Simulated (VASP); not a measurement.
# CrPbO3 (Pm-3m) in VASP: notebook

CrPbO3 is run at these levels: LDA+U; tasks: single point.

Program: VASP 6.6.1. These are calculated values, not measurements. Logs are shortened: lines on timing, memory, paths and dates and some standing lists are left out, and cuts for length are marked.

### 1 The cell of the first run

The structure is cubic, space group Pm-3m (No. 221). Conventional cell: a = 3.917 Å, b = 3.917 Å, c = 3.917 Å, α = 90.00°, β = 90.00°, γ = 90.00°. Within 2.6 Å of Cr (site symmetry m-3m) lie 6 O at 1.96 Å. Pb (site symmetry m-3m) has 12 O at 2.77 Å and 8 Cr at 3.39 Å within 3.7 Å. Within 2.6 Å of O (site symmetry 4/mmm) lie 2 Cr at 1.96 Å.

### 2 Single point, LDA+U, collinear spin, ferromagnetic start

File INCAR:

```
ALGO     = Normal         # electronic algorithm
EDIFF    = 1E-6           # SCF threshold, eV
ENCUT    = 600            # plane-wave cutoff, eV
GGA      = CA             # functional
GGA_COMPAT= False        
ISIF     = 2              # what is computed and relaxed
ISMEAR   = -1             # smearing method
ISPIN    = 2              # spin polarisation
LASPH    = True           # aspherical terms in the spheres
LCHARG   = False          # write CHGCAR
LDAU     = True           # DFT+U
LDAUJ    = 0 0 0        
LDAUL    = 2 -1 -1        # shell
LDAUPRINT= 1            
LDAUTYPE = 2            
LDAUU    = 2 0 0          # U, eV
LMAXMIX  = 4              # l up to which the mixer works
LORBIT   = 11             # projections on sites
LREAL    = False          # projectors in reciprocal space
LWAVE    = False          # write WAVECAR
MAGMOM   = 3 0 0 0 0      # initial moments
NBANDS   = 34             # bands
NELM     = 200            # most SCF steps
PREC     = Accurate       # precision mode
SIGMA    = 0.01           # smearing width, eV
```

File KPOINTS:

```
k-points
0
Gamma
  6 6 6
```

File POSCAR:

```
CrPbO3
1.0
    3.9170570000      0.0000000000      0.0000000000
    0.0000000000      3.9170570000      0.0000000000
    0.0000000000      0.0000000000      3.9170570000
Cr Pb O
1 1 3
Direct
    0.0000000000      0.0000000000      0.0000000000
    0.5000000000      0.5000000000      0.5000000000
    0.0000000000      0.0000000000      0.5000000000
    0.0000000000      0.5000000000      0.0000000000
    0.5000000000      0.0000000000      0.0000000000
```

Potentials or basis: VASP PAW LDA potentials, release 64 (Cr_pv, Pb_d, O).

Started as:

```bash
$ cat potpaw_LDA.64/Cr_pv/POTCAR potpaw_LDA.64/Pb_d/POTCAR potpaw_LDA.64/O/POTCAR > POTCAR
$ mpirun -np 1 vasp_std > vasp.out
```

OUTCAR:

```text
EDIFF = 1E-6
   ENCUT = 600
   GGA = CA
   ISIF = 2
   ISMEAR = -1
   ISPIN = 2
   LASPH = True
   LORBIT = 11
   LREAL = False
   NELM = 200
   PREC = Accurate

 ion  position               nearest neighbor table
   1  0.000  0.000  0.000-   3 1.96   4 1.96   5 1.96   3 1.96   4 1.96   5 1.96   2 3.39   2 3.39
                             2 3.39   2 3.39   2 3.39   2 3.39   2 3.39   2 3.39
   2  0.500  0.500  0.500-   3 2.77   4 2.77   5 2.77   4 2.77   5 2.77   3 2.77   5 2.77   5 2.77
                             3 2.77   4 2.77   4 2.77   3 2.77   1 3.39   1 3.39   1 3.39   1 3.39
   3  0.000  0.000  0.500-   1 1.96   1 1.96   2 2.77   2 2.77   2 2.77   2 2.77
   4  0.000  0.500  0.000-   1 1.96   1 1.96   2 2.77   2 2.77   2 2.77   2 2.77
   5  0.500  0.000  0.000-   1 1.96   1 1.96   2 2.77   2 2.77   2 2.77   2 2.77

  LATTYP: Found a simple cubic cell.
 ALAT       =     3.9170570000

  Lattice vectors:

 A1 = (   3.9170570000,   0.0000000000,   0.0000000000)
 A2 = (   0.0000000000,   3.9170570000,   0.0000000000)
 A3 = (   0.0000000000,   0.0000000000,   3.9170570000)

Analysis of symmetry for initial positions (statically):
=====================================================================
 Subroutine PRICEL returns:
 Original cell was already a primitive cell.

 Routine SETGRP: Setting up the symmetry group for a
 simple cubic supercell.

 Subroutine GETGRP returns: Found 48 space group operations
 (whereof 48 operations were pure point group operations)
 out of a pool of 48 trial point group operations.

The static configuration has the point symmetry O_h .

Analysis of symmetry for dynamics (positions and initial velocities):
=====================================================================
 Subroutine PRICEL returns:
 Original cell was already a primitive cell.

 Routine SETGRP: Setting up the symmetry group for a
 simple cubic supercell.

 Subroutine GETGRP returns: Found 48 space group operations
 (whereof 48 operations were pure point group operations)
 out of a pool of 48 trial point group operations.

The dynamic configuration has the point symmetry O_h .

Analysis of structural, dynamic, and magnetic symmetry:
=====================================================================
 Subroutine PRICEL returns:
 Original cell was already a primitive cell.

 Routine SETGRP: Setting up the symmetry group for a
 simple cubic supercell.

 Subroutine GETGRP returns: Found 48 space group operations
 (whereof 48 operations were pure point group operations)
 out of a pool of 48 trial point group operations.

The overall configuration has the point symmetry O_h .

 Subroutine INISYM returns: Found 48 space group operations
 (whereof 48 operations are pure point group operations),
 and found     1 'primitive' translations

----------------------------------------------------------------------------------------

                                     Primitive cell

  volume of cell :      60.1007

  direct lattice vectors                    reciprocal lattice vectors
     3.917057000  0.000000000  0.000000000     0.255293706  0.000000000  0.000000000
     0.000000000  3.917057000  0.000000000     0.000000000  0.255293706  0.000000000
     0.000000000  0.000000000  3.917057000     0.000000000  0.000000000  0.255293706

  length of vectors
     3.917057000  3.917057000  3.917057000     0.255293706  0.255293706  0.255293706

  position of ions in fractional coordinates (direct lattice)
     0.000000000  0.000000000  0.000000000
     0.500000000  0.500000000  0.500000000
     0.000000000  0.000000000  0.500000000
     0.000000000  0.500000000  0.000000000
     0.500000000  0.000000000  0.000000000

  ion indices of the primitive-cell ions
   primitive index   ion index
                 1           1
                 2           2
                 3           3
[... 91 lines left out ...]
  Fermi-wavevector in a.u.,A,eV,Ry     =   1.475477  2.788248 29.620331  2.177033
  Thomas-Fermi vector in A             =   2.590122
   LORBIT       =     11    0 simple, 1 ext, 2 COOP (PROOUT), +10 PAW based schemes
 LDA+U is selected, type is set to LDAUTYPE =  2
   angular momentum for each species LDAUL =     2   -1   -1
   U (eV)           for each species LDAUU =   2.0  0.0  0.0
   J (eV)           for each species LDAUJ =   0.0  0.0  0.0
   GGA     = CA    functional components
   LHFCALC =     F    Hartree Fock is set to
   AEXX    =    0.0000 exact exchange contribution
   IVDW    =     0    specifies the selected vdW correction
   LEPSILON=     F    determine dielectric tensor
   LRPA    =     F    only Hartree local field effects (RPA)
 spin polarized calculation
  energy-cutoff  :      600.00
  volume of cell :       60.10
 maximum number of plane-waves:      2028
 NGX is ok and might be reduce to    32
   NGX = 15   NGY = 15   NGZ = 15

atom =   1  type =  1  l = 2

 onsite density matrix

spin component  1

  0.7896 -0.0000  0.0000  0.0000  0.0000
 -0.0000  0.7896  0.0000  0.0000 -0.0000
  0.0000  0.0000  0.3550  0.0000  0.0000
  0.0000  0.0000  0.0000  0.7896  0.0000
  0.0000 -0.0000  0.0000  0.0000  0.3550

spin component  2

  0.1159  0.0000  0.0000 -0.0000 -0.0000
  0.0000  0.1159 -0.0000 -0.0000  0.0000
  0.0000 -0.0000  0.2834 -0.0000 -0.0000
 -0.0000 -0.0000 -0.0000  0.1159 -0.0000
 -0.0000  0.0000 -0.0000 -0.0000  0.2834

 occupancies and eigenvectors

  o =  0.1159  v =  0.0000  0.0000  0.0000  0.0000  0.0000  0.0015 -0.9997 -0.0000 -0.0253  0.0000      0.0000  0.0000  0.0000  0.0000  0.0000  0.0000  0.0000  0.0000  0.0000  0.0000
  o =  0.1159  v =  0.0000  0.0000  0.0000  0.0000  0.0000  0.0025 -0.0253  0.0000  0.9997  0.0000      0.0000  0.0000  0.0000  0.0000  0.0000  0.0000  0.0000  0.0000  0.0000  0.0000
  o =  0.1159  v =  0.0000  0.0000  0.0000  0.0000  0.0000  1.0000  0.0016 -0.0000 -0.0025  0.0000      0.0000  0.0000  0.0000  0.0000  0.0000  0.0000  0.0000  0.0000  0.0000  0.0000
  o =  0.2834  v =  0.0000  0.0000  0.0000  0.0000  0.0000 -0.0000  0.0000  0.0043 -0.0000  1.0000      0.0000  0.0000  0.0000  0.0000  0.0000  0.0000  0.0000  0.0000  0.0000  0.0000
  o =  0.2834  v =  0.0000  0.0000  0.0000  0.0000  0.0000  0.0000 -0.0000  1.0000 -0.0000 -0.0043      0.0000  0.0000  0.0000  0.0000  0.0000  0.0000  0.0000  0.0000  0.0000  0.0000
  o =  0.3550  v = -0.0000 -0.0000  0.9994 -0.0000 -0.0344  0.0000  0.0000  0.0000  0.0000  0.0000      0.0000  0.0000  0.0000  0.0000  0.0000  0.0000  0.0000  0.0000  0.0000  0.0000
  o =  0.3550  v = -0.0000  0.0000  0.0344 -0.0000  0.9994  0.0000  0.0000  0.0000  0.0000  0.0000      0.0000  0.0000  0.0000  0.0000  0.0000  0.0000  0.0000  0.0000  0.0000  0.0000
  o =  0.7896  v = -0.9997 -0.0075 -0.0000  0.0223 -0.0000  0.0000  0.0000  0.0000  0.0000  0.0000      0.0000  0.0000  0.0000  0.0000  0.0000  0.0000  0.0000  0.0000  0.0000  0.0000
  o =  0.7896  v =  0.0224 -0.0243  0.0000  0.9995  0.0000  0.0000  0.0000  0.0000  0.0000  0.0000      0.0000  0.0000  0.0000  0.0000  0.0000  0.0000  0.0000  0.0000  0.0000  0.0000
  o =  0.7896  v =  0.0069 -0.9997 -0.0000 -0.0244  0.0000  0.0000  0.0000  0.0000  0.0000  0.0000      0.0000  0.0000  0.0000  0.0000  0.0000  0.0000  0.0000  0.0000  0.0000  0.0000

 number of electron      43.9999981 magnetization       1.9998933

 Free energy of the ion-electron system (eV)
  ---------------------------------------------------
  ext. energy  EPLUGINS =         0.00000000
  ---------------------------------------------------
  free energy    TOTEN  =       -37.79561077 eV

  energy without entropy =      -37.79434916  energy(sigma->0) =      -37.79497996

 E-fermi :   6.2175     XC(G=0): -12.1832

 val. band max:        6.2073497615   @ k =   0.5000   0.3333   0.1667
 cond. band min:       6.2324758216   @ k =   0.5000   0.3333   0.3333
 fundamental gap:      0.0251260602
 Fermi energy:         6.2175321219

 spin component 1

 k-point     1 :       0.0000    0.0000    0.0000
  band No.  band energies     occupation
      1     -38.0907      1.00000
      2     -38.0907      1.00000
      3     -38.0907      1.00000
      4     -12.1437      1.00000
      5     -10.7186      1.00000
      6     -10.7186      1.00000
[... 729 lines left out ...]
     33      16.7710      0.00000
     34      20.8536      0.00000
 Fermi energy:         6.2175321219

 spin component 2

 k-point     1 :       0.0000    0.0000    0.0000
  band No.  band energies     occupation
      1     -35.9646      1.00000
      2     -35.9646      1.00000
      3     -35.9646      1.00000
      4     -12.1872      1.00000
      5     -10.7676      1.00000
      6     -10.7676      1.00000
[... 729 lines left out ...]
     33      16.9853      0.00000
     34      21.0386      0.00000

------------------------ aborting loop because EDIFF is reached ----------------------------------------

  FORCE on cell =-STRESS in cart. coord.  units (eV):
  Direction    XX          YY          ZZ          XY          YZ          ZX
  --------------------------------------------------------------------------------------
  -------------------------------------------------------------------------------------
  Total       -5.7001864     -5.7001864     -5.7001864      0.0000000      0.0000000     -0.0000000
  in kB     -151.9567403   -151.9567403   -151.9567403      0.0000000      0.0000000     -0.0000000
  external PRESSURE =    -151.9567403 kB  Pullay stress =       0.0000000 kB

 VOLUME and BASIS-vectors are now :
 -----------------------------------------------------------------------------
  energy-cutoff  :      600.00
  volume of cell :       60.10
      direct lattice vectors                 reciprocal lattice vectors
     3.917057000  0.000000000  0.000000000     0.255293706  0.000000000  0.000000000
     0.000000000  3.917057000  0.000000000     0.000000000  0.255293706  0.000000000
     0.000000000  0.000000000  3.917057000     0.000000000  0.000000000  0.255293706

 POSITION                                       TOTAL-FORCE (eV/Angst)
 -----------------------------------------------------------------------------------
      0.00000      0.00000      0.00000         0.000000      0.000000      0.000000
      1.95853      1.95853      1.95853         0.000000      0.000000      0.000000
      0.00000      0.00000      1.95853         0.000000      0.000000      0.000000
      0.00000      1.95853      0.00000         0.000000      0.000000      0.000000
      1.95853      0.00000      0.00000         0.000000      0.000000      0.000000
 -----------------------------------------------------------------------------------
    total drift:                                0.000000      0.000000     -0.000000

  FREE ENERGIE OF THE ION-ELECTRON SYSTEM (eV)
  ---------------------------------------------------
  free  energy   TOTEN  =       -37.7956107690 eV

  energy  without entropy=      -37.7943491587  energy(sigma->0) =      -37.79497996

 total charge

# of ion       s       p       d       tot
------------------------------------------
    1        0.317   6.392   3.960  10.670
    2        1.499   0.370   9.859  11.727
    3        1.555   3.388   0.000   4.943
    4        1.555   3.388   0.000   4.943
    5        1.555   3.388   0.000   4.943
--------------------------------------------------
tot          6.480  16.925  13.819  37.224

 magnetization (x)

# of ion       s       p       d       tot
------------------------------------------
    1        0.012   0.010   2.162   2.183
    2       -0.039   0.015  -0.001  -0.025
    3       -0.002  -0.073   0.000  -0.076
    4       -0.002  -0.073   0.000  -0.076
    5       -0.002  -0.073   0.000  -0.076
--------------------------------------------------
tot         -0.035  -0.195   2.160   1.931
```

It took 58 s on 1 thread of AMD EPYC 9R45 (Zen 5), shared host; peak memory 0.19 GiB.

Results:

| Property | Result |
| --- | --- |
| Free energy | -37.7956 eV |
| Pressure | -15.2 GPa |
| Band gap on the k mesh | zero (filled and empty bands overlap) |
| Net moment | 2.00 μB per cell |
| Site moments | Cr +2.18; Pb -0.03; O -0.08 μB |
| Valence electrons inside the program's atomic spheres | Cr 10.67; Pb 11.73; O 4.94 |

Eigenvalues of the final occupation matrices:
```csv
site,spin,trace,eigenvalues
site 1 d,1,3.08,0.35 0.35 0.79 0.79 0.79
site 1 d,2,0.91,0.12 0.12 0.12 0.28 0.28
```

Caveat: the cell stands under tension; spin-orbit coupling is left out, which moves the levels of the heavy elements; a cell with one magnetic atom can't hold antiferromagnetic order, which such compounds often take. The state reached can hang on the start; a lower one may exist.

### 3 Single point, LDA+U, collinear spin, ferromagnetic start

File INCAR:

```
PREC = Accurate ; ENCUT = 600
EDIFF = 1E-6 ; ISMEAR = -1
SIGMA = 0.01 ; LREAL = False
LASPH = True ; NELM = 200
ALGO = Normal ; ISIF = 2
LWAVE = False ; LCHARG = True
ISPIN = 2 ; MAGMOM = 3 0 0 0 0
LORBIT = 11 ; LMAXMIX = 4
LDAU = True ; LDAUTYPE = 2
LDAUL = 2 -1 -1 ; LDAUU = 4 0 0
LDAUJ = 0 0 0 ; LDAUPRINT = 1
LELF = True ; LVHAR = True
NBANDS = 34 ; GGA_COMPAT = False
```

File KPOINTS:

```
regular mesh
0
Gamma
  6 6 6
```

POSCAR is that of step 2.

Potentials or basis: VASP PAW LDA potentials, release 64 (Cr_pv, Pb_d, O).

Started as:

```bash
$ cat potpaw_LDA.64/Cr_pv/POTCAR potpaw_LDA.64/Pb_d/POTCAR potpaw_LDA.64/O/POTCAR > POTCAR
$ mpirun -np 1 vasp_std > vasp.out
```

OUTCAR:

```text
PREC = Accurate
   ENCUT = 600
   EDIFF = 1E-6
   ISMEAR = -1
   LREAL = False
   LASPH = True
   NELM = 200
   ISIF = 2
   ISPIN = 2
   LORBIT = 11

 ion  position               nearest neighbor table
   1  0.000  0.000  0.000-   3 1.96   4 1.96   5 1.96   3 1.96   4 1.96   5 1.96   2 3.39   2 3.39
                             2 3.39   2 3.39   2 3.39   2 3.39   2 3.39   2 3.39
   2  0.500  0.500  0.500-   3 2.77   4 2.77   5 2.77   4 2.77   5 2.77   3 2.77   5 2.77   5 2.77
                             3 2.77   4 2.77   4 2.77   3 2.77   1 3.39   1 3.39   1 3.39   1 3.39
   3  0.000  0.000  0.500-   1 1.96   1 1.96   2 2.77   2 2.77   2 2.77   2 2.77
   4  0.000  0.500  0.000-   1 1.96   1 1.96   2 2.77   2 2.77   2 2.77   2 2.77
   5  0.500  0.000  0.000-   1 1.96   1 1.96   2 2.77   2 2.77   2 2.77   2 2.77
[... 1750 lines left out ...]
 -----------------------------------------------------------------------------------
      0.00000      0.00000      0.00000         0.000000      0.000000      0.000000
      1.95853      1.95853      1.95853         0.000000      0.000000      0.000000
      0.00000      0.00000      1.95853         0.000000      0.000000      0.000000
      0.00000      1.95853      0.00000         0.000000      0.000000      0.000000
      1.95853      0.00000      0.00000         0.000000      0.000000      0.000000
 -----------------------------------------------------------------------------------
    total drift:                                0.000000      0.000000     -0.000000

  FREE ENERGIE OF THE ION-ELECTRON SYSTEM (eV)
  ---------------------------------------------------
  free  energy   TOTEN  =       -36.2204143333 eV

  energy  without entropy=      -36.2195501602  energy(sigma->0) =      -36.21998225

 total charge

# of ion       s       p       d       tot
------------------------------------------
    1        0.319   6.395   3.948  10.663
    2        1.476   0.378   9.860  11.714
    3        1.555   3.393   0.000   4.948
    4        1.555   3.393   0.000   4.948
    5        1.555   3.393   0.000   4.948
--------------------------------------------------
tot          6.461  16.951  13.808  37.220

 magnetization (x)

# of ion       s       p       d       tot
------------------------------------------
    1       -0.013  -0.012  -2.421  -2.447
    2        0.063  -0.016   0.002   0.050
    3        0.004   0.133   0.000   0.136
    4        0.004   0.133   0.000   0.136
    5        0.004   0.133   0.000   0.136
--------------------------------------------------
tot          0.061   0.370  -2.419  -1.988
```

OSZICAR:

```text
N       E                     dE             d eps       ncg     rms          rms(c)
DAV:   1     0.560451813861E+03    0.56045E+03   -0.23948E+04  2728   0.170E+03
DAV:   2     0.169131261044E+02   -0.54354E+03   -0.49929E+03  2816   0.466E+02
[... 28 lines left out ...]
DAV:  31    -0.362203056766E+02   -0.51752E-03   -0.58221E-04  3360   0.141E-01    0.111E-01
DAV:  32    -0.362204324653E+02   -0.12679E-03   -0.14396E-04  3554   0.671E-02    0.541E-01
DAV:  33    -0.362203947538E+02    0.37712E-04   -0.10846E-04  3414   0.711E-02    0.300E-01
DAV:  34    -0.362203879543E+02    0.67995E-05   -0.62278E-06  2720   0.163E-02    0.186E-01
DAV:  35    -0.362204137459E+02   -0.25792E-04   -0.27471E-05  2734   0.296E-02    0.101E-01
DAV:  36    -0.362204143333E+02   -0.58736E-06   -0.29310E-06  2368   0.134E-02
   1 F= -.36220414E+02 E0= -.36219982E+02  d E =-.864173E-03  mag=    -2.0157
```

Run time: 1.8 min. Hardware: 1 thread of AMD EPYC 9R45 (Zen 5), shared host; peak memory 0.19 GiB.

What came out:

| Item | Value |
| --- | --- |
| Free energy | -36.2204 eV |
| Pressure | -12.6 GPa |
| Band gap on the k mesh | zero (filled and empty bands overlap) |
| Net moment | -2.02 μB per cell |
| Site moments | Cr -2.45; Pb +0.05; O +0.14 μB |
| Valence electrons inside the program's atomic spheres | Cr 10.66; Pb 11.71; O 4.95 |

Levels at points of the mesh, in eV from the Fermi level:
Spin up:
```tsv
k point	band 18	band 19	band 20	band 21	band 22	band 23	band 24	band 25
(0.00, 0.00, 0.00)	-1.56	-1.21	-1.21	-1.21	2.66	2.66	2.66	3.29
(0.50, 0.00, 0.00)	-1.78	-1.11	-1.11	0.01	2.67	2.83	3.30	3.95
(0.50, 0.50, 0.00)	-2.44	-2.44	-1.23	-0.38	3.98	3.98	4.02	4.53
(0.50, 0.50, 0.50)	-4.09	-0.43	-0.43	-0.43	4.28	4.28	4.28	6.68
```
Spin down:
```
           k point  band 19  band 20  band 21  band 22  band 23  band 24  band 25  band 26  band 27  band 28
(0.00, 0.00, 0.00)    -1.37    -1.37    -1.37    -1.03    -1.03    -1.03     1.37     1.37     3.37     7.68
(0.50, 0.00, 0.00)    -1.61    -0.92    -0.92     0.00     0.00     0.16     1.37     2.74     3.36     3.67
(0.50, 0.50, 0.00)    -2.68    -2.62    -0.16     0.21     0.21     0.90     2.27     3.37     5.02     5.21
(0.50, 0.50, 0.50)    -0.36    -0.36    -0.36    -0.21    -0.21    -0.21     3.37     5.36     5.36     6.84
```

Eigenvalues of the final occupation matrices:
```tsv
site	spin	trace	eigenvalues
site 1 d	1	0.78	0.09 0.09 0.09 0.26 0.26
site 1 d	2	3.20	0.34 0.34 0.84 0.84 0.84
```

Caveat: the cell stands under tension; spin-orbit coupling is left out, which moves the levels of the heavy elements; a cell with one magnetic atom can't hold antiferromagnetic order, which such compounds often take.

The gap in the log of VASP goes by the Fermi energy; the results here count the filled bands.